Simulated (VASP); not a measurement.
Wanted: the native input for a VASP 6.6.1 run.

- Task: single point
- Functional: LDA
- Potentials or basis: VASP PAW LDA potentials, release 64 (Fe)
- Cutoff: 520 eV
- k mesh: 10 × 10 × 10
- Occupations: gaussian, width 0.15 eV
- Spin: non-collinear spin, typed start
- Starting moments: [[-1.469, 2.08, 0.123]] μB
- Dipole correction: no
- Further INCAR settings: ALGO = Fast; EDIFF = 1e-06; NBANDS = 19

The structure of Fe lies in POSCAR:

```
Fe
1.0
   -1.4430000000      1.4430000000      1.4430000000
    1.4430000000     -1.4430000000      1.4430000000
    1.4430000000      1.4430000000     -1.4430000000
Fe
1
Direct
    0.0000000000      0.0000000000      0.0000000000
```

The input as run:

INCAR

```
  PREC = Accurate
  ENCUT = 520
  EDIFF = 1E-6
  ISMEAR = 0
  SIGMA = 0.15
  LREAL = False
  LASPH = True
  NELM = 150
  ALGO = Fast
  ISIF = 2
  LWAVE = False
  LCHARG = False
  LNONCOLLINEAR = True
  MAGMOM = -1.469 2.08 0.123
  LORBIT = 11
  LMAXMIX = 4
  GGA = CA
  NBANDS = 19
```

KPOINTS

```
regular mesh
0
Gamma
  10 10 10
```

Potentials or basis: VASP PAW LDA potentials, release 64 (Fe).

Run with:

```bash
$ cat potpaw_LDA.64/Fe/POTCAR > POTCAR
$ mpirun -np 1 vasp_ncl > vasp.out
```

It gave:

```json
{
 "Pressure": "-27.0 GPa",
 "Band gap on the k mesh": "zero (bands 8 and 9 overlap by 2.86 eV)",
 "Net moment": "2.15 μB per cell",
 "Valence electrons inside the program's atomic spheres": "Fe 7.17"
}
```

Caveat: the cell stands under tension.

It took 7.2 min on 1 thread of Intel Xeon 8259CL (shared host), peak memory 0.27 GiB.
